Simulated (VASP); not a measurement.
Set up this calculation in VASP 6.6.1, as the native input.

- Task: single point
- Functional: RPBE
- Dispersion: D4
- Potentials or basis: VASP PAW PBE potentials, release 64 (Cd, Te)
- Cutoff: 520 eV
- k mesh: 6 × 6 × 6
- Occupations: gaussian, width 0.05 eV
- Spin: no spin polarisation
- Dipole correction: no
- Further INCAR settings: ALGO = Normal; EDIFF = 1e-06; NBANDS = 16

The structure of CdTe lies in POSCAR:

```
CdTe
1.0
    0.0000000000      3.2049986979      3.2049986979
    3.2049986979      0.0000000000      3.2049986979
    3.2049986979      3.2049986979      0.0000000000
Cd Te
1 1
Direct
    0.5000000000      0.5000000000      0.5000000000
    0.0000000000      0.0000000000      0.0000000000
```

These files were run (other wordings do the same):

INCAR

```
PREC = Accurate
ENCUT = 520
EDIFF = 1E-6
ISMEAR = 0
SIGMA = 0.05
LREAL = F
LASPH = T
NELM = 60
ALGO = Normal
ISIF = 2
LWAVE = F
LCHARG = F
GGA = RP
IVDW = 13
NBANDS = 16
```

KPOINTS

```
regular mesh
0
Gamma
  6 6 6
```

Potentials or basis: VASP PAW PBE potentials, release 64 (Cd, Te).

Launch:

```console
$ cat potpaw_PBE.64/Cd/POTCAR potpaw_PBE.64/Te/POTCAR > POTCAR
$ mpirun -np 1 vasp_std > vasp.out
```

It gave:

```yaml
Pressure: -6.5 GPa
Band_gap_on_the_k_mesh: zero (band 9 reaches 2.75 eV, above the bottom of band 10 at 1.57 eV)
Dispersion_energy_per_atom: -0.698 eV
```

Caveat: the PAW data sets were made with another functional, which shifts forces and pressure a little; spin-orbit coupling is left out, which moves the levels of the heavy elements; pairwise dispersion overbinds metals, which lowers pressure and volume.

It took 22 s on 1 thread of Intel(R) Xeon(R) Platinum 8259CL CPU @ 2.50GHz (Skylake/Cascade Lake) (shared host), peak memory 0.21 GiB.
